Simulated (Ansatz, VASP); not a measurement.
Na: VASP beside Ansatz

```
Na
1.0
    -2.08521    2.08521    2.02168
     2.08521   -2.08521    2.02168
     2.08521    2.08521   -2.02168
Na
1
Direct
  0.00000 0.00000 0.00000
```

Alike in both runs: task single point; functional PBE; k mesh 12 × 12 × 12; occupations gaussian, width 0.1 eV; no spin polarisation.

|  | VASP | Ansatz |
| --- | --- | --- |
| version | VASP 6.6.1 | Ansatz 0.2.0 |
| potentials or method | VASP PAW PBE potentials, release 64 (Na_pv), cutoff 520 eV | scalar-relativistic, plane waves, PAW |
| valence electrons in the cell | 7 | 9 |

|  | VASP | Ansatz | Ansatz less VASP |
| --- | --- | --- | --- |
| gap on the k mesh at the Fermi level (eV) | none | none | - |
| pressure (GPa) | 0.4 | 0.4 | 0.00 |
| traceless stress, the component that is largest in VASP (GPa) | -0.09 | -0.09 | +0.001 |

A gap of «none» marks a metal or a gap that the smearing closes. With one functional, cell and mesh, what is left measures potentials, basis and numerics. VASP's potentials hold 7 valence electrons a cell and Ansatz's 9, so a difference there can come from the potentials and not from the codes.
